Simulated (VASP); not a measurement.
Set up this calculation in VASP 6.6.1, as the native input.

```yaml
Task: single point
Functional: PBE
Potentials_or_basis: VASP PAW PBE potentials, release 64 (Ti_sv)
Cutoff: 520 eV
k_mesh: 12 × 12 × 14
Occupations: gaussian, width 0.1 eV
Spin: no spin polarisation
Dipole_correction: no
Further_INCAR_settings: ALGO = Fast; EDIFF = 1e-06; NBANDS = 25
```

The structure of Ti lies in POSCAR:

```
Ti
1.0
    4.6253316648      0.0000000000      0.0000000000
   -2.3126658324      4.0056547226      0.0000000000
    0.0000000000      0.0000000000      2.8604943727
Ti
3
Direct
    0.0000000000      0.0000000000      0.0000000000
    0.3333333333      0.6666666667      0.5000000000
    0.6666666667      0.3333333333      0.5000000000
```

This isn't the form of Ti at room conditions, which is hcp.

This cell differs from its parent crystal: equal strain along all axes, cell held: +1.0 %.

These files were run (other wordings do the same):

INCAR

```
PREC     = Accurate       # precision mode
ENCUT    = 520            # plane-wave cutoff, eV
EDIFF    = 1E-6           # SCF threshold, eV
ISMEAR   = 0              # smearing method
SIGMA    = 0.1            # smearing width, eV
LREAL    = False          # projectors in reciprocal space
LASPH    = True           # aspherical terms in the spheres
NELM     = 80             # most SCF steps
ALGO     = Fast           # electronic algorithm
ISIF     = 2              # what is computed and relaxed
LWAVE    = False          # write WAVECAR
LCHARG   = False          # write CHGCAR
GGA      = PE             # functional
NBANDS   = 25             # bands
```

KPOINTS

```
Automatic mesh
0
Gamma
  12 12 14
```

Potentials or basis: VASP PAW PBE potentials, release 64 (Ti_sv).

Launch:

```console
$ cat potpaw_PBE.64/Ti_sv/POTCAR > POTCAR
$ mpirun -np 1 vasp_std > vasp.out
```

Results of the run:

```json
{
  "Pressure": "-3.4 GPa",
  "Band gap on the k mesh": "zero (bands 18 and 19 overlap by 0.23 eV)"
}
```

Caveat: the cell differs from its parent crystal (equal strain along all axes, cell held: +1.0 %); the cell stands under tension.

It took 4.4 min on 1 thread of Intel(R) Xeon(R) 6975P-C (Granite Rapids), with other jobs on the host, peak memory 0.28 GiB.
